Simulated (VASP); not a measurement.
# Li (P6_3/mmc) in VASP: a series of runs

The runs below take Li through electric field gradients, with PBEsol.

All numbers are computed with VASP 6.6.1; they aren't measurements. Logs are shortened: lines on timing, memory, paths and dates and some standing lists are left out, and cuts for length are marked.

### 1 The cell of the first run

It takes space group P6_3/mmc (No. 194, hexagonal). Conventional cell: a = 3.142 Å, b = 3.142 Å, c = 5.093 Å, α = 90.00°, β = 90.00°, γ = 120.00°. Within 4.1 Å of Li (site symmetry -6m2) lie 12 Li at 3.13 to 3.14 Å.

This isn't the form of Li at room conditions, which is bcc.

### 2 Electric field gradients, PBEsol (equal xx and yy strain of +1 %)

The input, INCAR:

```
PREC = Accurate
ENCUT = 520
EDIFF = 1E-8
ISMEAR = -1
SIGMA = 0.03
LREAL = False
LASPH = True
NELM = 100
ALGO = Normal
ISIF = 2
LWAVE = False
LCHARG = False
GGA = PS
LEFG = True
NBANDS = 10
```

The input, KPOINTS:

```
Automatic mesh
0
Gamma
  15 15 8
```

The input, POSCAR:

```
Li
1.0
    3.1421121731      0.0000000000      0.0000000000
   -1.5710560866      2.7211489634      0.0000000000
    0.0000000000      0.0000000000      5.0930000000
Li
2
Direct
    0.3333333333      0.6666666667      0.2500000000
    0.6666666667      0.3333333333      0.7500000000
```

Potentials or basis: VASP PAW PBE potentials, release 64 (Li_sv).

Started as:

```
$ cat potpaw_PBE.64/Li_sv/POTCAR > POTCAR
$ mpirun -np 1 vasp_std > vasp.out
```

OUTCAR:

```text
PREC = Accurate
   ENCUT = 520
   EDIFF = 1E-8
   ISMEAR = -1
   LREAL = False
   LASPH = True
   NELM = 100
   ISIF = 2
   GGA = PS

 ion  position               nearest neighbor table
   1  0.333  0.667  0.250-
   2  0.667  0.333  0.750-

  LATTYP: Found a hexagonal cell.
 ALAT       =     3.1421121731
 C/A-ratio  =     1.6208842076

  Lattice vectors:

 A1 = (   3.1421121731,   0.0000000000,   0.0000000000)
 A2 = (  -1.5710560866,   2.7211489634,   0.0000000000)
 A3 = (   0.0000000000,   0.0000000000,   5.0930000000)

Analysis of symmetry for initial positions (statically):
=====================================================================
 Subroutine PRICEL returns:
 Original cell was already a primitive cell.

 Routine SETGRP: Setting up the symmetry group for a
 hexagonal supercell.

 Subroutine GETGRP returns: Found 24 space group operations
 (whereof 12 operations were pure point group operations)
 out of a pool of 24 trial point group operations.

The static configuration has the point symmetry D_3d.
 The point group associated with its full space group is D_6h.

Analysis of symmetry for dynamics (positions and initial velocities):
=====================================================================
 Subroutine PRICEL returns:
 Original cell was already a primitive cell.

 Routine SETGRP: Setting up the symmetry group for a
 hexagonal supercell.

 Subroutine GETGRP returns: Found 24 space group operations
 (whereof 12 operations were pure point group operations)
 out of a pool of 24 trial point group operations.

The dynamic configuration has the point symmetry D_3d.
 The point group associated with its full space group is D_6h.

 Subroutine INISYM returns: Found 24 space group operations
 (whereof 12 operations are pure point group operations),
 and found     1 'primitive' translations

----------------------------------------------------------------------------------------

                                     Primitive cell

  volume of cell :      43.5459

  direct lattice vectors                    reciprocal lattice vectors
     3.142112173  0.000000000  0.000000000     0.318257257  0.183745913  0.000000000
[... 131 lines left out ...]

  energy without entropy =       -3.92282443  energy(sigma->0) =       -3.92452357

 E-fermi :   0.4320     XC(G=0):  -6.8455

 val. band max:        0.4267276781   @ k =   0.1333  -0.0000   0.1250
 cond. band min:       0.4396762882   @ k =   0.4000  -0.0000   0.5000
 fundamental gap:      0.0129486102
 Fermi energy:         0.4320143565

 k-point     1 :       0.0000    0.0000    0.0000
  band No.  band energies     occupation
      1     -45.6019      2.00000
      2     -45.5871      2.00000
      3      -3.0268      2.00000
      4       0.4854      0.28845
      5       3.2003      0.00000
      6      12.2190      0.00000
      7      12.2190      0.00000
      8      13.5718      0.00000
      9      13.5719      0.00000
     10      14.3393      0.00000
[... 287 lines left out ...]
 k-point    24 :       0.4000    0.2000    0.0000
  band No.  band energies     occupation
      1     -45.5861      2.00000
      2     -45.5832      2.00000
      3       0.9170      0.00000
      4       1.8233      0.00000
      5       4.5264      0.00000
      6       5.5160      0.00000
      7       6.4376      0.00000
      8       6.5414      0.00000
      9       9.9312      0.00000
     10      10.3857      0.00000

 [... further k-points ...]

------------------------ aborting loop because EDIFF is reached ----------------------------------------

  FORCE on cell =-STRESS in cart. coord.  units (eV):
  Direction    XX          YY          ZZ          XY          YZ          ZX
  --------------------------------------------------------------------------------------
  -------------------------------------------------------------------------------------
  Total       -0.2859632     -0.2859632     -0.2272289      0.0000000      0.0000000      0.0000000
  in kB      -10.5213891    -10.5213891     -8.3603885      0.0000000      0.0000000      0.0000000
  external PRESSURE =      -9.8010556 kB  Pullay stress =       0.0000000 kB

 VOLUME and BASIS-vectors are now :
 -----------------------------------------------------------------------------
  energy-cutoff  :      520.00
  volume of cell :       43.55
      direct lattice vectors                 reciprocal lattice vectors
     3.142112173  0.000000000  0.000000000     0.318257257  0.183745913  0.000000000
    -1.571056087  2.721148963  0.000000000     0.000000000  0.367491825  0.000000000
     0.000000000  0.000000000  5.093000000     0.000000000  0.000000000  0.196347929

 POSITION                                       TOTAL-FORCE (eV/Angst)
 -----------------------------------------------------------------------------------
     -0.00000      1.81410      1.27325        -0.000000      0.000000      0.000000
      1.57106      0.90705      3.81975         0.000000      0.000000      0.000000
 -----------------------------------------------------------------------------------
    total drift:                                0.000000     -0.000000      0.000000

  FREE ENERGIE OF THE ION-ELECTRON SYSTEM (eV)
  ---------------------------------------------------
  free  energy   TOTEN  =        -3.9262227192 eV

  energy  without entropy=       -3.9228244290  energy(sigma->0) =       -3.92452357

 Electric field gradients (V/A^2)
---------------------------------------------------------------------
 ion       V_xx      V_yy      V_zz      V_xy      V_xz      V_yz
---------------------------------------------------------------------
   1      -0.013    -0.016     0.029    -0.003    -0.000     0.000
   2      -0.013    -0.016     0.029    -0.003     0.000    -0.000
---------------------------------------------------------------------

 Electric field gradients after diagonalization (V/A^2)
 (convention: |V_zz| > |V_xx| > |V_yy|)
----------------------------------------------------------------------
 ion       V_xx      V_yy      V_zz     asymmetry (V_yy - V_xx)/ V_zz
----------------------------------------------------------------------
   1      -0.018    -0.011     0.029       0.247
   2      -0.018    -0.011     0.029       0.247
----------------------------------------------------------------------

           NMR quadrupolar parameters

 Cq : quadrupolar parameter    Cq=e*Q*V_zz/h
 eta: asymmetry parameters     (V_yy - V_xx)/ V_zz
 Q  : nuclear electric quadrupole moment in mb (millibarn)
----------------------------------------------------------------------
 ion       Cq(MHz)       eta       Q (mb)
----------------------------------------------------------------------
   1       0.000       0.247       1.000
   2       0.000       0.247       1.000
----------------------------------------------------------------------
```

stdout:

```text
POSCAR found type information on POSCAR Li
 POSCAR found :  1 types and       2 ions
 scaLAPACK will be used
 -----------------------------------------------------------------------------
|                                                                             |
|                                                                             |
|     You enforced a specific xc type in the INCAR file but a different       |
|     I HOPE YOU KNOW WHAT YOU ARE DOING!                                     |
|                                                                             |
 -----------------------------------------------------------------------------

 LDA part: xc-table for (Slater+PW92), standard interpolation
 POSCAR, INCAR and KPOINTS ok, starting setup
 FFT: planning ... GRIDC
 FFT: planning ... GRID_SOFT
 FFT: planning ... GRID
 WAVECAR not read
 entering main loop
ion   1

ion   2
```

It took 52 s on 1 thread of Intel Xeon 8259CL, shared host; peak memory 0.18 GiB.

Results:

```
Free energy                             : -3.9262 eV
Band gap on the k mesh                  : zero (bands 3 and 4 overlap by 4.43 eV)
Largest electric field gradient by atom : zero within the noise of the run
```

Levels at points of the mesh, in eV from the Fermi level:
```
           k point  band 1  band 2  band 3  band 4  band 5  band 6
(0.00, 0.00, 0.00)  -46.03  -46.02   -3.46    0.05    2.77   11.79
(0.00, 0.00, 0.50)  -46.03  -46.03   -2.36   -2.36    7.71    7.71
```

Caveat: the cell differs from its parent crystal (equal xx and yy strain of +1 %); the cutoff is under 1.25 times the usual one of these potentials, so pressure, stress and relaxed cells hold a basis-set (Pulay) error; the PAW data sets were made with another functional, which shifts forces and pressure a little.

### 3 Electric field gradients, PBEsol (20.06 Å³/atom)

This run uses another cell than the first one, of 20.06 Å³/atom.

The input, INCAR:

```
SYSTEM = Li
  ALGO = Normal
  EDIFF = 1E-8
  ENCUT = 520
  GGA = PS
  ISIF = 2
  ISMEAR = -1
  LASPH = .TRUE.
  LCHARG = .FALSE.
  LEFG = .TRUE.
  LREAL = .FALSE.
  LWAVE = .FALSE.
  NBANDS = 10
  NELM = 80
  PREC = Accurate
  SIGMA = 0.03
```

The input, KPOINTS:

```
k-points
0
G
  15 15 8
  0 0 0
```

The input, POSCAR:

```
Li
1.0
    3.0474944919      0.0000000000      0.0000000000
   -1.5237472460      2.6392076479      0.0000000000
    0.0000000000      0.0000000000      4.9890320517
Li
2
Direct
    0.3333333333      0.6666666667      0.2500000000
    0.6666666667      0.3333333333      0.7500000000
```

Potentials or basis: VASP PAW PBE potentials, release 64 (Li_sv).

Started as:

```
$ cat potpaw_PBE.64/Li_sv/POTCAR > POTCAR
$ mpirun -np 1 vasp_std > vasp.out
```

OUTCAR:

```text
SYSTEM = Li
   EDIFF = 1E-8
   ENCUT = 520
   GGA = PS
   ISIF = 2
   ISMEAR = -1
   LASPH = .TRUE.
   LREAL = .FALSE.
   NELM = 80
   PREC = Accurate

 ion  position               nearest neighbor table
   1  0.333  0.667  0.250-
   2  0.667  0.333  0.750-

  LATTYP: Found a hexagonal cell.
 ALAT       =     3.0474944919
 C/A-ratio  =     1.6370930497

  Lattice vectors:

 A1 = (   3.0474944919,   0.0000000000,   0.0000000000)
 A2 = (  -1.5237472460,   2.6392076479,   0.0000000000)
 A3 = (   0.0000000000,   0.0000000000,   4.9890320517)

Analysis of symmetry for initial positions (statically):
=====================================================================
 Subroutine PRICEL returns:
 Original cell was already a primitive cell.

 Routine SETGRP: Setting up the symmetry group for a
 hexagonal supercell.

 Subroutine GETGRP returns: Found 24 space group operations
 (whereof 12 operations were pure point group operations)
 out of a pool of 24 trial point group operations.

The static configuration has the point symmetry D_3d.
 The point group associated with its full space group is D_6h.

Analysis of symmetry for dynamics (positions and initial velocities):
=====================================================================
 Subroutine PRICEL returns:
 Original cell was already a primitive cell.

 Routine SETGRP: Setting up the symmetry group for a
 hexagonal supercell.

 Subroutine GETGRP returns: Found 24 space group operations
 (whereof 12 operations were pure point group operations)
 out of a pool of 24 trial point group operations.

The dynamic configuration has the point symmetry D_3d.
 The point group associated with its full space group is D_6h.

 Subroutine INISYM returns: Found 24 space group operations
 (whereof 12 operations are pure point group operations),
 and found     1 'primitive' translations

----------------------------------------------------------------------------------------

                                     Primitive cell

  volume of cell :      40.1266

  direct lattice vectors                    reciprocal lattice vectors
     3.047494492  0.000000000  0.000000000     0.328138411  0.189450800  0.000000000
    -1.523747246  2.639207648  0.000000000     0.000000000  0.378901600  0.000000000
     0.000000000  0.000000000  4.989032052     0.000000000  0.000000000  0.200439682

  length of vectors
     3.047494492  3.047494492  4.989032052     0.378901600  0.378901600  0.200439682

  position of ions in fractional coordinates (direct lattice)
     0.333333333  0.666666667  0.250000000
     0.666666667  0.333333333  0.750000000

  ion indices of the primitive-cell ions
   primitive index   ion index
                 1           1
                 2           2

----------------------------------------------------------------------------------------

 KPOINTS: k-points

Automatic generation of k-mesh.
[... 80 lines left out ...]
   EFERMI =   0.00;   METHOD = LEGACY
   ISMEAR =    -1;   SIGMA  =   0.03  broadening in eV -4-tet -1-fermi 0-gaus
   EFERMI_NEDOS =   21; number of points for ismear=-14 and -15
   IALGO  =     38    algorithm
   IMIX   =      4    mixing-type and parameters
     AMIX     =   0.40;   BMIX     =  1.00
     AMIX_MAG =   1.60;   BMIX_MAG =  1.00
  volume/ion in A,a.u.               =      20.06       135.39
  Fermi-wavevector in a.u.,A,eV,Ry     =   0.868922  1.642025 10.272754  0.755026
  Thomas-Fermi vector in A             =   1.987670
   LORBIT       =      0    0 simple, 1 ext, 2 COOP (PROOUT), +10 PAW based schemes
   GGA     = PS    functional components
   LHFCALC =     F    Hartree Fock is set to
   AEXX    =    0.0000 exact exchange contribution
   IVDW    =     0    specifies the selected vdW correction
   LEPSILON=     F    determine dielectric tensor
   LRPA    =     F    only Hartree local field effects (RPA)
 non-spin polarized calculation
  energy-cutoff  :      520.00
  volume of cell :       40.13
 maximum number of plane-waves:      1105
 NGX is ok and might be reduce to    24
   NGX = 11   NGY = 11   NGZ = 19

 number of electron       6.0000004 magnetization

 Free energy of the ion-electron system (eV)
  ---------------------------------------------------
  ext. energy  EPLUGINS =         0.00000000
  ---------------------------------------------------
  free energy    TOTEN  =        -3.93459008 eV

  energy without entropy =       -3.93131160  energy(sigma->0) =       -3.93295084

 E-fermi :   0.6545     XC(G=0):  -7.0427

 val. band max:        0.6415132067   @ k =   0.4000   0.0667   0.3750
 cond. band min:       0.6650643945   @ k =   0.4000   0.0000   0.5000
 fundamental gap:      0.0235511879
 Fermi energy:         0.6545088980

 k-point     1 :       0.0000    0.0000    0.0000
  band No.  band energies     occupation
      1     -45.2398      2.00000
      2     -45.2201      2.00000
      3      -2.9130      2.00000
      4       0.6196      1.52404
      5       3.6015      0.00000
      6      13.2430      0.00000
      7      13.2430      0.00000
      8      14.6448      0.00000
      9      14.6448      0.00000
     10      15.2110      0.00000
[... 287 lines left out ...]
 k-point    24 :       0.4000    0.2000    0.0000
  band No.  band energies     occupation
      1     -45.2176      2.00000
      2     -45.2137      2.00000
      3       1.1669      0.00000
      4       2.1781      0.00000
      5       4.9935      0.00000
      6       5.9931      0.00000
      7       6.9582      0.00000
      8       7.0500      0.00000
      9      10.8757      0.00000
     10      11.1217      0.00000

 [... further k-points ...]

------------------------ aborting loop because EDIFF is reached ----------------------------------------

  FORCE on cell =-STRESS in cart. coord.  units (eV):
  Direction    XX          YY          ZZ          XY          YZ          ZX
  --------------------------------------------------------------------------------------
  -------------------------------------------------------------------------------------
  Total       -0.0023542     -0.0023542      0.0097217      0.0000000     -0.0000000      0.0000000
  in kB       -0.0940002     -0.0940002      0.3881672      0.0000000     -0.0000000      0.0000000
  external PRESSURE =       0.0667222 kB  Pullay stress =       0.0000000 kB

 VOLUME and BASIS-vectors are now :
 -----------------------------------------------------------------------------
  energy-cutoff  :      520.00
  volume of cell :       40.13
      direct lattice vectors                 reciprocal lattice vectors
     3.047494492  0.000000000  0.000000000     0.328138411  0.189450800  0.000000000
    -1.523747246  2.639207648  0.000000000     0.000000000  0.378901600  0.000000000
     0.000000000  0.000000000  4.989032052     0.000000000  0.000000000  0.200439682

 POSITION                                       TOTAL-FORCE (eV/Angst)
 -----------------------------------------------------------------------------------
     -0.00000      1.75947      1.24726         0.000000      0.000000      0.000000
      1.52375      0.87974      3.74177        -0.000000     -0.000000      0.000000
 -----------------------------------------------------------------------------------
    total drift:                               -0.000000      0.000000     -0.000000

  FREE ENERGIE OF THE ION-ELECTRON SYSTEM (eV)
  ---------------------------------------------------
  free  energy   TOTEN  =        -3.9345900796 eV

  energy  without entropy=       -3.9313115965  energy(sigma->0) =       -3.93295084

 Electric field gradients (V/A^2)
---------------------------------------------------------------------
 ion       V_xx      V_yy      V_zz      V_xy      V_xz      V_yz
---------------------------------------------------------------------
   1       0.006     0.008    -0.014     0.002     0.000    -0.000
   2       0.006     0.008    -0.014     0.002    -0.000     0.000
---------------------------------------------------------------------

 Electric field gradients after diagonalization (V/A^2)
 (convention: |V_zz| > |V_xx| > |V_yy|)
----------------------------------------------------------------------
 ion       V_xx      V_yy      V_zz     asymmetry (V_yy - V_xx)/ V_zz
----------------------------------------------------------------------
   1       0.010     0.004    -0.014       0.393
   2       0.010     0.004    -0.014       0.393
----------------------------------------------------------------------

           NMR quadrupolar parameters

 Cq : quadrupolar parameter    Cq=e*Q*V_zz/h
 eta: asymmetry parameters     (V_yy - V_xx)/ V_zz
 Q  : nuclear electric quadrupole moment in mb (millibarn)
----------------------------------------------------------------------
 ion       Cq(MHz)       eta       Q (mb)
----------------------------------------------------------------------
   1      -0.000       0.393       1.000
   2      -0.000       0.393       1.000
----------------------------------------------------------------------
```

OSZICAR:

```text
N       E                     dE             d eps       ncg     rms          rms(c)
DAV:   1     0.173934758959E+02    0.17393E+02   -0.32583E+03  2700   0.566E+02
DAV:   2    -0.108444184857E+01   -0.18478E+02   -0.17926E+02  3390   0.110E+02
DAV:   3    -0.390461209740E+01   -0.28202E+01   -0.28013E+01  4626   0.324E+01
DAV:   4    -0.393904559599E+01   -0.34433E-01   -0.34408E-01  3462   0.434E+00
DAV:   5    -0.393942681043E+01   -0.38121E-03   -0.38118E-03  3614   0.405E-01    0.478E-01
DAV:   6    -0.393597514259E+01    0.34517E-02   -0.12612E-03  4224   0.183E-01    0.266E-01
DAV:   7    -0.393454520489E+01    0.14299E-02   -0.28154E-03  4022   0.290E-01    0.371E-02
DAV:   8    -0.393459407474E+01   -0.48870E-04   -0.50573E-04  3546   0.136E-01    0.946E-03
DAV:   9    -0.393459090945E+01    0.31653E-05   -0.43534E-06  3682   0.159E-02    0.116E-03
DAV:  10    -0.393459033094E+01    0.57850E-06   -0.27816E-07  3182   0.478E-03    0.101E-03
DAV:  11    -0.393459010161E+01    0.22933E-06   -0.25804E-08  3292   0.157E-03    0.169E-04
DAV:  12    -0.393459008066E+01    0.20952E-07   -0.33929E-09  1818   0.485E-04    0.566E-05
DAV:  13    -0.393459007959E+01    0.10683E-08   -0.19983E-09  1588   0.375E-04
   1 F= -.39345901E+01 E0= -.39329508E+01  d E =-.327848E-02
```

Run time: 16 s. Hardware: 1 thread of Intel Xeon Platinum 8559C (Emerald Rapids), shared host; peak memory 0.17 GiB.

Results:

```yaml
Free_energy: -3.9346 eV
Band_gap_on_the_k_mesh: zero (bands 3 and 4 overlap by 4.63 eV)
Largest_electric_field_gradient_by_atom: zero within the noise of the run
```

Caveat: the cutoff is under 1.25 times the usual one of these potentials, so pressure, stress and relaxed cells hold a basis-set (Pulay) error; the PAW data sets were made with another functional, which shifts forces and pressure a little.
